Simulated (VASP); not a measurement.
Here is a VASP 6.6.1 calculation.

File INCAR:

```
ALGO = Fast ; EDIFF = 1E-6
ENCUT = 520 ; GGA = PS
ISIF = 2 ; ISMEAR = 0
LASPH = T ; LCHARG = F
LREAL = F ; LWAVE = F
NBANDS = 22 ; NELM = 60
PREC = Accurate ; SIGMA = 0.15
```

The input KPOINTS:

```
k-points
0
Gamma
  19 19 3
```

The input POSCAR:

```
Al
1.0
   -2.8362844918      0.0000000000      0.0000000000
   -1.4181422459     -2.4562944223      0.0000000000
   -0.8508853475      0.0000000000     18.6442989101
Al
8
Direct
   -0.0562500000      0.0000000000      0.1875000000
   -0.2062500000      0.0000000000      0.6875000000
    0.0895833333      0.3333333333      0.8125000000
    0.2395833333      0.3333333333      0.3125000000
   -0.2812500000      0.0000000000      0.9375000000
   -0.1312500000      0.0000000000      0.4375000000
    0.6479166667      0.6666666667      0.0625000000
    0.4979166667      0.6666666667      0.5625000000
```

Potentials or basis: VASP PAW PBE potentials, release 64 (Al).

Command:

```console
$ cat potpaw_PBE.64/Al/POTCAR > POTCAR
$ mpirun -np 1 vasp_std > vasp.out
```

What does it give for the largest force?

0.732 eV/Å.

Predict the band gap on the k mesh.

zero (bands 12 and 13 overlap by 5.53 eV).

Estimate the pressure.

0.7 GPa.

Stress tensor (GPa, compression positive):
```
0.12 0.12 0.80
0.12 0.24 0.92
0.80 0.92 1.82
```

Caveat: the cell differs from its parent crystal (the part above a cut slid along it); the PAW data sets were made with another functional, which shifts forces and pressure a little.
